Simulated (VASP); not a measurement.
Input of a VASP 6.6.1 run:

File INCAR:

```
  PREC = Accurate
  ENCUT = 520
  EDIFF = 1E-6
  ISMEAR = -1
  SIGMA = 0.05
  LREAL = F
  LASPH = T
  NELM = 60
  ALGO = Normal
  ISIF = 2
  LWAVE = F
  LCHARG = F
  GGA = PE
  NBANDS = 16
```

Contents of KPOINTS:

```
Automatic mesh
0
Gamma
  13 13 13
```

The input POSCAR:

```
SiPb
1.0
    0.0000000000      2.9501824137      2.9501824137
    2.9501824137      0.0000000000      2.9501824137
    2.9501824137      2.9501824137      0.0000000000
Pb Si
1 1
Direct
    0.0000000000      0.0000000000      0.0000000000
    0.5000000000      0.5000000000      0.5000000000
```

Potentials or basis: VASP PAW PBE potentials, release 64 (Pb_d, Si).

Run with:

```sh
$ cat potpaw_PBE.64/Pb_d/POTCAR potpaw_PBE.64/Si/POTCAR > POTCAR
$ mpirun -np 1 vasp_std > vasp.out
```

(1) What does it give for the band gap on the k mesh?

(2) Predict the pressure.

Results:

(1) zero (bands 9 and 10 overlap by 3.30 eV).

(2) -1.0 GPa.

Caveat: spin-orbit coupling is left out, which moves the levels of the heavy elements.
